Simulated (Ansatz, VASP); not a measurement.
**Cu: VASP beside Ansatz**

```
CELL_PARAMETERS angstrom
2.52590 0.00000 0.00000
-1.26295 2.18750 0.00000
0.00000 0.00000 8.20538
ATOMIC_POSITIONS crystal
Cu 0.00000 0.00000 0.00000
Cu 0.00000 0.00000 0.50000
Cu 0.33333 0.66667 0.25000
Cu 0.66667 0.33333 0.75000
```

Alike in both runs: task relaxation of cell and atoms; functional PBEsol; k mesh 18 × 18 × 6; occupations gaussian, width 0.1 eV; no spin polarisation.

|  | VASP | Ansatz |
| --- | --- | --- |
| version | VASP 6.6.1 | Ansatz 0.2.0 |
| potentials or method | VASP PAW PBE potentials, release 64 (Cu), cutoff 600 eV | scalar-relativistic, plane waves, PAW |
| valence electrons in the cell | 44 | 76 |

VASP gave:

| Item | Value |
| --- | --- |
| gap on the k mesh at the Fermi level, each at its own relaxed structure (eV) | none |
| relaxed volume (Å³/atom) | 11.36 |
| relaxed cell length with the largest relative difference (Å) | 2.523 |

**Question.** Estimate Ansatz's values.

**Answer.** gap on the k mesh at the Fermi level, each at its own relaxed structure (eV): none; relaxed volume (Å³/atom): 11.32; relaxed cell length with the largest relative difference (Å): 2.520.

VASP's potentials were made for PBE, not for PBEsol. A gap of «none» marks a metal or a gap that the smearing closes. VASP's potentials hold 44 valence electrons a cell and Ansatz's 76, so a difference there can come from the potentials and not from the codes.
